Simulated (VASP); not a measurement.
A run of VASP 6.6.1 is set up as follows.

Contents of INCAR:

```
SYSTEM = Ca
PREC = Accurate
ENCUT = 520
EDIFF = 1E-7
ISMEAR = 0
SIGMA = 0.15
LREAL = .FALSE.
LASPH = .TRUE.
NELM = 60
ALGO = Fast
ISIF = 2
LWAVE = .FALSE.
LCHARG = .FALSE.
GGA = PE
NBANDS = 11
```

Contents of KPOINTS:

```
regular mesh
0
G
  16 16 16
  0 0 0
```

File POSCAR:

```
Ca
1.0
    0.0000000000      2.8729509580      2.6431148813
    2.8729509580      0.0000000000      2.6431148813
    2.8729509580      2.8729509580      0.0000000000
Ca
1
Direct
    0.0000000000      0.0000000000      0.0000000000
```

Potentials or basis: VASP PAW PBE potentials, release 64 (Ca_sv).

Run with:

```bash
$ cat potpaw_PBE.64/Ca_sv/POTCAR > POTCAR
$ mpirun -np 1 vasp_std > vasp.out
```

(1) What does it give for the band gap on the k mesh?

(2) What does it give for the pressure?

Answers

(1) zero (band 5 reaches 2.08 eV, above the bottom of band 6 at 1.66 eV).

(2) -0.5 GPa.
